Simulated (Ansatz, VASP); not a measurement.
# CsP2W2 in VASP and in Ansatz

The input INCAR:

```
SYSTEM = CsP2W2
  ALGO = Normal
  EDIFF = 1E-6
  ENCUT = 520
  GGA = PE
  ISIF = 2
  ISMEAR = 0
  LASPH = .True.
  LCHARG = .False.
  LREAL = .False.
  LWAVE = .False.
  NBANDS = 32
  NELM = 100
  PREC = Accurate
  SIGMA = 0.1
```

KPOINTS

```
k-points
0
Gamma
  6 6 6
  0 0 0
```

File POSCAR:

```
CsP2W2
1.0
   -2.2850132500      2.2850132500      5.6619051200
    2.2850132500     -2.2850132500      5.6619051200
    2.2850132500      2.2850132500     -5.6619051200
Cs P W
1 2 2
Direct
    0.0000000000      0.0000000000      0.0000000000
    0.7500000000      0.2500000000      0.5000000000
    0.2500000000      0.7500000000      0.5000000000
    0.3750000000      0.3750000000      0.0000000000
    0.6250000000      0.6250000000      0.0000000000
```

Input for Ansatz:

```yaml
crystal:
  lattice:
    - [-2.28501325, 2.28501325, 5.66190512]
    - [2.28501325, -2.28501325, 5.66190512]
    - [2.28501325, 2.28501325, -5.66190512]
  atoms:
    - { symbol: Cs, position: [0.0, 0.0, 0.0] }
    - { symbol: P, position: [0.75, 0.25, 0.5] }
    - { symbol: P, position: [0.25, 0.75, 0.5] }
    - { symbol: W, position: [0.375, 0.375, 0.0] }
    - { symbol: W, position: [0.625, 0.625, 0.0] }
basis:
  ecutwfc: 420
kpoints:
  mp_grid: { grid: [6, 6, 6] }
hamiltonian:
  xc: pbe
scf:
  occupations: { method: gaussian, width: 0.1 }
  lower_state_search: "off"
output:
  forces: true
  stress: true
  eigenvalues: true
```

Change from the starting cell: species swapped into the YbGe2Rh2 type (I4/mmm, No. 139).

Alike in both runs: task single point; functional PBE; k mesh 6 × 6 × 6; occupations gaussian, width 0.1 eV; no spin polarisation.

```csv
,VASP,Ansatz
version,VASP 6.6.1,Ansatz 0.2.0
potentials or method,"VASP PAW PBE potentials, release 64 (Cs_sv, P, W_sv), cutoff 520 eV","scalar-relativistic, plane waves, PAW"
valence electrons in the cell,47,47
```

VASP gave:

| Item | Value |
| --- | --- |
| gap on the k mesh at the Fermi level (eV) | none |
| pressure (GPa) | -11.9 |
| traceless stress, the component that is largest in VASP (GPa) | -9.52 |
| rms of the force components (eV/Å) | 0.529 |

Which values does Ansatz return?

gap on the k mesh at the Fermi level (eV): none; pressure (GPa): -12.0; traceless stress, the component that is largest in VASP (GPa): -9.49; rms of the force components (eV/Å): 0.525.

Atom by atom the forces differ by 0.004 eV/Å (rms over components). A gap of «none» marks a metal or a gap that the smearing closes.

Spin-orbit coupling is off throughout.
